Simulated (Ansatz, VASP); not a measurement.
# BC4 in VASP and in Ansatz

```
B C
1.0
     3.51490    0.00000    0.00000
     0.00000    4.64931    0.00000
     0.00000    0.00000   16.00000
B C
1 4
Cartesian
  0.0000 2.3247 8.0000
  2.8953 0.0000 8.6211
  0.6196 0.0000 8.6211
  0.6196 0.0000 7.3789
  2.8953 0.0000 7.3789
```

Alike in both runs: task single point; functional PBE; k mesh 6 × 4 × 1; occupations gaussian, width 0.1 eV; collinear spin.

|  | VASP | Ansatz |
| --- | --- | --- |
| version | VASP 6.6.1 | Ansatz 0.2.0 |
| potentials or method | VASP PAW PBE potentials, release 64 (B, C), cutoff 520 eV | scalar-relativistic, plane waves, PAW |
| valence electrons in the cell | 19 | 19 |

|  | VASP | Ansatz | Ansatz less VASP |
| --- | --- | --- | --- |
| gap on the k mesh at the Fermi level (eV) | none | none | - |
| rms of the force components (eV/Å) | 9.426 | 9.266 | -0.1597 |
| net moment per atom (μB) | 0.00 | 0.00 | 0.000 |

Atom by atom the forces differ by 0.160 eV/Å (rms over components). A gap of «none» marks a metal or a gap that the smearing closes. With one functional, cell and mesh, what is left measures potentials, basis and numerics. Ansatz's warnings: seeded moment not kept, slab cell height set.
